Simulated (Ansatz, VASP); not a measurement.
**One calculation of Li, two programs**

Contents of INCAR:

```
PREC = Accurate
ENCUT = 520
EDIFF = 1E-6
ISMEAR = 0
SIGMA = 0.1
LREAL = F
LASPH = T
NELM = 100
ALGO = Normal
ISIF = 2
LWAVE = F
LCHARG = F
GGA = PE
NBANDS = 12
```

The input KPOINTS:

```
regular mesh
0
Gamma
  6 6 2
```

POSCAR

```
Li
1.0
    2.6840716000     -1.5512156400      0.0000000000
    2.6840716000      1.5512156400      0.0000000000
   -1.8102470900      0.0000000000      7.5854298600
Li
3
Direct
    0.0000000000      0.0000000000      0.5000000000
    0.2223443500      0.2223443500      0.1666707800
    0.7776556500      0.7776556500      0.8333292200
```

Input for Ansatz:

```yaml
crystal:
  lattice:
    - [2.6840716, -1.55121564, 0.0]
    - [2.6840716, 1.55121564, 0.0]
    - [-1.81024709, 0.0, 7.58542986]
  atoms:
    - { symbol: Li, position: [0.0, 0.0, 0.5] }
    - { symbol: Li, position: [0.22234435, 0.22234435, 0.16667078] }
    - { symbol: Li, position: [0.77765565, 0.77765565, 0.83332922] }
basis:
  ecutwfc: 420
kpoints:
  mp_grid: { grid: [6, 6, 2] }
hamiltonian:
  xc: pbe
scf:
  occupations: { method: gaussian, width: 0.1 }
  lower_state_search: "off"
output:
  forces: true
  stress: true
  eigenvalues: true
```

Alike in both runs: task single point; functional PBE; k mesh 6 × 6 × 2; occupations gaussian, width 0.1 eV; no spin polarisation.

|  | VASP | Ansatz |
| --- | --- | --- |
| version | VASP 6.6.1 | Ansatz 0.2.0 |
| potentials or method | VASP PAW PBE potentials, release 64 (Li_sv), cutoff 520 eV | scalar-relativistic, plane waves, PAW |
| valence electrons in the cell | 9 | 9 |

```csv
,VASP,Ansatz,Ansatz less VASP
gap on the k mesh at the Fermi level (eV),none,none,-
rms of the force components (eV/Å),0.003,0.003,+0.0001
```

Atom by atom the forces differ by 0.000 eV/Å (rms over components). A gap of «none» marks a metal or a gap that the smearing closes.

The k mesh is coarse, so the values compare programs but aren't converged. Noted on VASP's run: the cutoff is under 1.25 times that of the potentials, so the pressure is a little rough.
